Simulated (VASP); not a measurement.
# BN (zincblende type) (F-43m) in VASP: notebook

Runs on BN (zincblende type). Level: PBE. Tasks: density of states.

Everything below comes from runs of VASP 6.6.1. Logs are shortened: lines on timing, memory, paths and dates and some standing lists are left out, and cuts for length are marked.

### 1 The cell of the first run

Symmetry: F-43m, No. 216, cubic system. Conventional cell: a = 3.551 Å, b = 3.551 Å, c = 3.551 Å, α = 90.00°, β = 90.00°, γ = 90.00°. B (site symmetry -43m) has 4 N at 1.54 Å within 2.0 Å. Within 2.0 Å of N (site symmetry -43m) lie 4 B at 1.54 Å.

### 2 Density of states, PBE (volume scaled by 0.94)

Input file POSCAR:

```
BN
1.0
    0.0000000000      1.7753547638      1.7753547638
    1.7753547638      0.0000000000      1.7753547638
    1.7753547638      1.7753547638      0.0000000000
B N
1 1
Direct
    0.0000000000      0.0000000000      0.0000000000
    0.2500000000      0.2500000000      0.2500000000
```

Input file INCAR.step1:

```
SYSTEM = BN
ALGO = Normal
EDIFF = 1E-6
ENCUT = 520
GGA = PE
ISIF = 2
ISMEAR = -1
LASPH = .True.
LCHARG = .True.
LREAL = .False.
LWAVE = .False.
NBANDS = 11
NELM = 100
PREC = Accurate
SIGMA = 0.05
```

Input file KPOINTS.step1:

```
k-points
0
Gamma
  15 15 15
  0 0 0
```

Input file INCAR.step2:

```
SYSTEM = BN
ALGO = Normal
EDIFF = 1E-6
ENCUT = 520
GGA = PE
ICHARG = 11
ISIF = 2
ISMEAR = -5
LASPH = .True.
LCHARG = .False.
LORBIT = 11
LREAL = .False.
LWAVE = .False.
NBANDS = 11
NEDOS = 2001
NELM = 100
PREC = Accurate
SIGMA = 0.05
```

Input file KPOINTS.step2:

```
k-points
0
Gamma
  23 23 23
  0 0 0
```

Potentials or basis: VASP PAW PBE potentials, release 64 (B, N).

Started as:

```bash
cat potpaw_PBE.64/B/POTCAR potpaw_PBE.64/N/POTCAR > POTCAR
cp INCAR.step1 INCAR
cp KPOINTS.step1 KPOINTS
mpirun -np 1 vasp_std > vasp.out
cp INCAR.step2 INCAR
cp KPOINTS.step2 KPOINTS
mpirun -np 1 vasp_std > vasp.out
```

OUTCAR:

```text
SYSTEM = BN
   EDIFF = 1E-6
   ENCUT = 520
   GGA = PE
   ICHARG = 11
   ISIF = 2
   ISMEAR = -5
   LASPH = .True.
   LORBIT = 11
   LREAL = .False.
   NELM = 100
   PREC = Accurate

 ion  position               nearest neighbor table
   1  0.000  0.000  0.000-   2 1.54   2 1.54   2 1.54   2 1.54
   2  0.250  0.250  0.250-   1 1.54   1 1.54   1 1.54   1 1.54

  LATTYP: Found a face centered cubic cell.
 ALAT       =     3.5507095276

  Lattice vectors:

 A1 = (   0.0000000000,   1.7753547638,   1.7753547638)
 A2 = (   1.7753547638,   0.0000000000,   1.7753547638)
 A3 = (   1.7753547638,   1.7753547638,   0.0000000000)

Analysis of symmetry for initial positions (statically):
=====================================================================
 Subroutine PRICEL returns:
 Original cell was already a primitive cell.

 Routine SETGRP: Setting up the symmetry group for a
 face centered cubic supercell.

 Subroutine GETGRP returns: Found 24 space group operations
 (whereof 24 operations were pure point group operations)
 out of a pool of 48 trial point group operations.

The static configuration has the point symmetry T_d .

Analysis of symmetry for dynamics (positions and initial velocities):
=====================================================================
 Subroutine PRICEL returns:
 Original cell was already a primitive cell.

 Routine SETGRP: Setting up the symmetry group for a
 face centered cubic supercell.

 Subroutine GETGRP returns: Found 24 space group operations
 (whereof 24 operations were pure point group operations)
 out of a pool of 48 trial point group operations.

The dynamic configuration has the point symmetry T_d .

 Subroutine INISYM returns: Found 24 space group operations
 (whereof 24 operations are pure point group operations),
 and found     1 'primitive' translations

----------------------------------------------------------------------------------------

                                     Primitive cell

  volume of cell :      11.1914

  direct lattice vectors                    reciprocal lattice vectors
     0.000000000  1.775354764  1.775354764    -0.281633852  0.281633852  0.281633852
     1.775354764  0.000000000  1.775354764     0.281633852 -0.281633852  0.281633852
     1.775354764  1.775354764  0.000000000     0.281633852  0.281633852 -0.281633852

  length of vectors
     2.510730785  2.510730785  2.510730785     0.487804140  0.487804140  0.487804140

  position of ions in fractional coordinates (direct lattice)
     0.000000000  0.000000000  0.000000000
     0.250000000  0.250000000  0.250000000

  ion indices of the primitive-cell ions
   primitive index   ion index
                 1           1
                 2           2

----------------------------------------------------------------------------------------

 KPOINTS: k-points

Automatic generation of k-mesh.
 Grid dimensions read from file:
 generate k-points for:   23   23   23

 Generating k-lattice:

  Cartesian coordinates                     Fractional coordinates (reciprocal lattice)
    -0.012244950  0.012244950  0.012244950     0.043478261  0.000000000  0.000000000
     0.012244950 -0.012244950  0.012244950     0.000000000  0.043478261  0.000000000
     0.012244950  0.012244950 -0.012244950     0.000000000  0.000000000  0.043478261

  Length of vectors
     0.021208876  0.021208876  0.021208876

  Shift w.r.t. Gamma in fractional coordinates (k-lattice)
     0.000000000  0.000000000  0.000000000

 TETIRR: Found   1662 inequivalent tetrahedra from    73002

 Subroutine IBZKPT returns following result:
 ===========================================

 Found    364 irreducible k-points:

 Following reciprocal coordinates:
            Coordinates               Weight
  0.000000  0.000000  0.000000      1.000000
  0.043478  0.000000  0.000000      8.000000
  0.086957  0.000000  0.000000      8.000000
  0.130435  0.000000  0.000000      8.000000
  0.173913  0.000000  0.000000      8.000000
  0.217391  0.000000  0.000000      8.000000
[... 16 lines left out ...]
  0.478261  0.043478  0.000000     24.000000
 -0.478261  0.043478  0.000000     24.000000
 [... further k-points ...]
   k-points           NKPTS =    364   k-points in BZ     NKDIM =    364   number of bands    NBANDS=     11
   number of dos      NEDOS =   2001   number of ions     NIONS =      2
   total plane-waves  NPLWV =   8000
   dimension x,y,z NGX =    20 NGY =   20 NGZ =   20
   dimension x,y,z NGXF=    40 NGYF=   40 NGZF=   40
   ions per type =               1   1
   NGX,Y,Z   is equivalent  to a cutoff of  13.24, 13.24, 13.24 a.u.
   NGXF,Y,Z  is equivalent  to a cutoff of  26.49, 26.49, 26.49 a.u.
 SYSTEM =  BN
   PREC   = accura    normal or accurate (medium, high low for compatibility)
   ISTART =      0    job   : 0-new  1-cont  2-samecut
   ICHARG =     11    charge: 1-file 2-atom 10-const
   ISPIN  =      1    spin polarized calculation?
   LNONCOLLINEAR =      F non collinear calculations
   LSORBIT =      F    spin-orbit coupling
   LASPH  =      T    aspherical Exc in radial PAW
   ENCUT  =  520.0 eV  38.22 Ry    6.18 a.u.   4.67  4.67  4.67*2*pi/ulx,y,z
   NELM   =    100;   NELMIN=  2; NELMDL=  0     # of ELM steps
   EDIFF  = 0.1E-05   stopping-criterion for ELM
   LREAL  =      F    real-space projection
   EDIFFG = 0.1E-04   stopping-criterion for IOM
   NSW    =      0    number of steps for IOM
   IBRION =     -1    ionic relax: 0-MD 1-quasi-New 2-CG
   NFREE  =      0    steps in history (QN), initial steepest desc. (CG)
   ISIF   =      2    stress and relaxation
   ISYM   =      2    0-nonsym 1-usesym 2-fastsym
   POTIM  = 0.5000    time-step for ionic-motion
   TEBEG  =    0.0;   TEEND  =   0.0 temperature during run
   PSTRESS=    0.0 pullay stress
   NELECT =       8.0000    total number of electrons
   NUPDOWN=      -1.0000    fix difference up-down
   EMIN   =  10.00;   EMAX   =-10.00  energy-range for DOS
   EFERMI =   0.00;   METHOD = LEGACY
   ISMEAR =    -5;   SIGMA  =   0.05  broadening in eV -4-tet -1-fermi 0-gaus
   EFERMI_NEDOS =   21; number of points for ismear=-14 and -15
   IALGO  =     38    algorithm
   IMIX   =      4    mixing-type and parameters
     AMIX     =   0.40;   BMIX     =  1.00
     AMIX_MAG =   1.60;   BMIX_MAG =  1.00
  volume/ion in A,a.u.               =       5.60        37.76
  Fermi-wavevector in a.u.,A,eV,Ry     =   1.463782  2.766147 29.152621  2.142657
  Thomas-Fermi vector in A             =   2.579836
   LORBIT       =     11    0 simple, 1 ext, 2 COOP (PROOUT), +10 PAW based schemes
   GGA     = PE    functional components
   LHFCALC =     F    Hartree Fock is set to
   AEXX    =    0.0000 exact exchange contribution
   IVDW    =     0    specifies the selected vdW correction
   LEPSILON=     F    determine dielectric tensor
   LRPA    =     F    only Hartree local field effects (RPA)
 non-spin polarized calculation
 Fermi weights with tetrahedron method with Bloechl corrections
  energy-cutoff  :      520.00
  volume of cell :       11.19
 maximum number of plane-waves:       313

 number of electron       7.9999998 magnetization

 Free energy of the ion-electron system (eV)
  ---------------------------------------------------
  ext. energy  EPLUGINS =         0.00000000
  ---------------------------------------------------
  free energy    TOTEN  =       -17.39360191 eV

  energy without entropy =      -17.39360191  energy(sigma->0) =      -17.39360191

 E-fermi :   8.0901     XC(G=0): -13.0899

 val. band max:        8.0806906592   @ k =   0.0000   0.0000   0.0000
 cond. band min:      12.6204445804   @ k =   0.4783   0.4783   0.0000
 fundamental gap:      4.5397539212
 Fermi energy:         8.0900734694

 k-point     1 :       0.0000    0.0000    0.0000
  band No.  band energies     occupation
      1     -12.7754      2.00000
      2       8.0807      2.00000
      3       8.0807      2.00000
      4       8.0807      2.00000
      5      17.1578      0.00000
      6      17.1578      0.00000
      7      17.1578      0.00000
      8      19.3202      0.00000
      9      33.8603      0.00000
     10      36.5145      0.00000
     11      36.5160      0.00000

 k-point     2 :       0.0435    0.0000    0.0000
  band No.  band energies     occupation
      1     -12.7273      2.00000
      2       7.8064      2.00000
      3       8.0261      2.00000
      4       8.0261      2.00000
      5      17.2407      0.00000
      6      17.2407      0.00000
      7      17.2488      0.00000
      8      19.4662      0.00000
      9      33.7622      0.00000
     10      35.3304      0.00000
     11      35.3309      0.00000

 k-point     3 :       0.0870    0.0000    0.0000
  band No.  band energies     occupation
      1     -12.5833      2.00000
      2       7.0576      2.00000
      3       7.8728      2.00000
      4       7.8728      2.00000
      5      17.4599      0.00000
      6      17.4729      0.00000
      7      17.4729      0.00000
      8      19.8884      0.00000
      9      33.4916      0.00000
     10      34.1155      0.00000
     11      34.1155      0.00000
[... 267 lines left out ...]
 k-point    23 :       0.4783    0.0435    0.0000
  band No.  band energies     occupation
      1      -8.4011      2.00000
      2      -2.8790      2.00000
      3       5.9318      2.00000
      4       5.9397      2.00000
      5      18.8274      0.00000
      6      19.1548      0.00000
      7      19.2779      0.00000
      8      23.9347      0.00000
      9      32.0420      0.00000
     10      35.3662      0.00000
     11      35.9629      0.00000

 k-point    24 :      -0.4783    0.0435    0.0000
  band No.  band energies     occupation
      1      -8.2704      2.00000
      2      -3.0644      2.00000
      3       5.8519      2.00000
      4       5.9820      2.00000
      5      18.9068      0.00000
      6      19.1441      0.00000
      7      19.2107      0.00000
      8      23.9748      0.00000
      9      32.1079      0.00000
     10      35.6398      0.00000
     11      35.8920      0.00000

 [... further k-points ...]
[... 5 lines left out ...]
  --------------------------------------------------------------------------------------
  -------------------------------------------------------------------------------------
  Total        1.8287088      1.8287088      1.8287088      0.0000000      0.0000000      0.0000000
  in kB      261.8000258    261.8000258    261.8000258      0.0000000      0.0000000      0.0000000
  external PRESSURE =     261.8000258 kB  Pullay stress =       0.0000000 kB

 VOLUME and BASIS-vectors are now :
 -----------------------------------------------------------------------------
  energy-cutoff  :      520.00
  volume of cell :       11.19
      direct lattice vectors                 reciprocal lattice vectors
     0.000000000  1.775354764  1.775354764    -0.281633852  0.281633852  0.281633852
     1.775354764  0.000000000  1.775354764     0.281633852 -0.281633852  0.281633852
     1.775354764  1.775354764  0.000000000     0.281633852  0.281633852 -0.281633852

 POSITION                                       TOTAL-FORCE (eV/Angst)
 -----------------------------------------------------------------------------------
      0.00000      0.00000      0.00000        -0.000000     -0.000000     -0.000000
      0.88768      0.88768      0.88768         0.000000      0.000000      0.000000
 -----------------------------------------------------------------------------------
    total drift:                                0.000000      0.000000      0.000000

  FREE ENERGIE OF THE ION-ELECTRON SYSTEM (eV)
  ---------------------------------------------------
  free  energy   TOTEN  =       -17.3936019150 eV

  energy  without entropy=      -17.3936019150  energy(sigma->0) =      -17.39360191

 total charge

# of ion       s       p       d       tot
------------------------------------------
    1        0.697   1.436   0.000   2.134
    2        1.220   2.816   0.000   4.036
--------------------------------------------------
tot          1.917   4.252   0.000   6.169
```

Run time: 19 s. Hardware: 1 thread of Intel Xeon Platinum 8559C (Emerald Rapids), shared host; peak memory 0.15 GiB.

Results:

```
Valence electrons inside the program's atomic spheres : B 2.13; N 4.04
```

Caveat: the cell differs from its parent crystal (volume scaled by 0.94).

### 3 Density of states, PBE

This run uses another cell than the first one, of 5.95 Å³/atom, 1.064 times its volume.

Input file POSCAR:

```
BN
1.0
    0.0000000000      1.8123519188      1.8123519188
    1.8123519188      0.0000000000      1.8123519188
    1.8123519188      1.8123519188      0.0000000000
B N
1 1
Direct
    0.0000000000      0.0000000000      0.0000000000
    0.2500000000      0.2500000000      0.2500000000
```

Input file INCAR.step1:

```
SYSTEM = BN
PREC     = Accurate       ! precision mode
ENCUT    = 520            ! plane-wave cutoff, eV
EDIFF    = 1E-7           ! SCF threshold, eV
ISMEAR   = -1             ! smearing method
SIGMA    = 0.05           ! smearing width, eV
LREAL    = .FALSE.        ! projectors in reciprocal space
LASPH    = .TRUE.         ! aspherical terms in the spheres
NELM     = 100            ! most SCF steps
ALGO     = Normal         ! electronic algorithm
ISIF     = 2              ! what is computed and relaxed
LWAVE    = .FALSE.        ! write WAVECAR
LCHARG   = .TRUE.         ! write CHGCAR
GGA      = PE             ! functional
NBANDS   = 11             ! bands
```

Input file KPOINTS.step1:

```
regular mesh
0
G
  15 15 15
  0 0 0
```

Input file INCAR.step2:

```
SYSTEM = BN
PREC     = Accurate       ! precision mode
ENCUT    = 520            ! plane-wave cutoff, eV
EDIFF    = 1E-7           ! SCF threshold, eV
ISMEAR   = -5             ! smearing method
SIGMA    = 0.05           ! smearing width, eV
LREAL    = .FALSE.        ! projectors in reciprocal space
LASPH    = .TRUE.         ! aspherical terms in the spheres
NELM     = 100            ! most SCF steps
ALGO     = Normal         ! electronic algorithm
ISIF     = 2              ! what is computed and relaxed
LWAVE    = .FALSE.        ! write WAVECAR
LCHARG   = .FALSE.        ! write CHGCAR
GGA      = PE             ! functional
LORBIT   = 11             ! projections on sites
NBANDS   = 11             ! bands
NEDOS    = 2001           ! points of the DOS
ICHARG   = 11             ! starting density
```

Input file KPOINTS.step2:

```
regular mesh
0
G
  23 23 23
  0 0 0
```

Potentials or basis: VASP PAW PBE potentials, release 64 (B, N).

Started as:

```bash
cat potpaw_PBE.64/B/POTCAR potpaw_PBE.64/N/POTCAR > POTCAR
cp INCAR.step1 INCAR
cp KPOINTS.step1 KPOINTS
mpirun -np 1 vasp_std > vasp.out
cp INCAR.step2 INCAR
cp KPOINTS.step2 KPOINTS
mpirun -np 1 vasp_std > vasp.out
```

Run time: 20 s. Hardware: 1 thread of Intel Xeon Platinum 8559C (Emerald Rapids), shared host; peak memory 0.15 GiB.

It converged, with:

```
Valence electrons inside the program's atomic spheres : B 2.02; N 3.97
```

Levels at points of the mesh, in eV from the valence-band top:
```csv
k point,band 2,band 3,band 4,band 5,band 6,band 7
"(0.00, 0.00, 0.00)",0.00,0.00,0.00,8.78,8.78,8.78
```

### 4 Density of states, PBE (volume scaled by 0.55)

Input file POSCAR:

```
BN
1.0
    0.0000000000      1.4848984769      1.4848984769
    1.4848984769      0.0000000000      1.4848984769
    1.4848984769      1.4848984769      0.0000000000
B N
1 1
Direct
    0.0000000000      0.0000000000      0.0000000000
    0.2500000000      0.2500000000      0.2500000000
```

Input file INCAR.step1:

```
  ALGO = Normal
  EDIFF = 1E-6
  ENCUT = 520
  GGA = PE
  ISIF = 2
  ISMEAR = -1
  LASPH = True
  LCHARG = True
  LREAL = False
  LWAVE = False
  NBANDS = 11
  NELM = 100
  PREC = Accurate
  SIGMA = 0.05
```

Input file KPOINTS.step1:

```
k-points
0
Gamma
  15 15 15
```

Input file INCAR.step2:

```
  ALGO = Normal
  EDIFF = 1E-6
  ENCUT = 520
  GGA = PE
  ICHARG = 11
  ISIF = 2
  ISMEAR = -5
  LASPH = True
  LCHARG = False
  LORBIT = 11
  LREAL = False
  LWAVE = False
  NBANDS = 11
  NEDOS = 2001
  NELM = 100
  PREC = Accurate
  SIGMA = 0.05
```

Input file KPOINTS.step2:

```
k-points
0
Gamma
  23 23 23
```

Started as:

```bash
cat potpaw_PBE.64/B/POTCAR potpaw_PBE.64/N/POTCAR > POTCAR
cp INCAR.step1 INCAR
cp KPOINTS.step1 KPOINTS
mpirun -np 1 vasp_std > vasp.out
cp INCAR.step2 INCAR
cp KPOINTS.step2 KPOINTS
mpirun -np 1 vasp_std > vasp.out
```

Wall time 27 s (1 thread of AMD EPYC 7R13, shared host); peak memory 0.1 GiB.

Levels at points of the mesh, in eV from the valence-band top:
```csv
k point,band 1,band 2,band 3,band 4,band 5,band 6,band 7,band 8,band 9
"(0.00, 0.00, 0.00)",-28.65,0.00,0.00,0.00,11.61,11.61,11.61,21.74,36.17
```

Caveat: the cell differs from its parent crystal (volume scaled by 0.55).
